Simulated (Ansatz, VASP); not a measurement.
**CdS in VASP and in Ansatz**

```
Cd S
1.0
     4.23852    0.00000    0.00000
    -2.11926    3.67066    0.00000
     0.00000    0.00000    6.89552
Cd S
2 2
Direct
  0.33333 0.66667 0.99920
  0.66667 0.33333 0.49920
  0.33333 0.66667 0.37580
  0.66667 0.33333 0.87580
```

Alike in both runs: task single point; functional PBE; k mesh 6 × 6 × 4; no spin polarisation.

```csv
,VASP,Ansatz
version,VASP 6.6.1,Ansatz 0.2.0
potentials or method,"VASP PAW PBE potentials, release 64 (Cd, S)","plane waves, PAW"
plane-wave cutoff (eV),520,420
occupations,"gaussian, width 0.01 eV",fixed
valence electrons in the cell,36,52
```

VASP gave:

| Property | Result |
| --- | --- |
| gap on the k mesh at the Fermi level (eV) | 1.04 |
| pressure (GPa) | -1.2 |

Q: Estimate Ansatz's values.

A: gap on the k mesh at the Fermi level (eV): 1.04; pressure (GPa): -1.5.

VASP's potentials hold 36 valence electrons a cell and Ansatz's 52, so a difference there can come from the potentials and not from the codes.
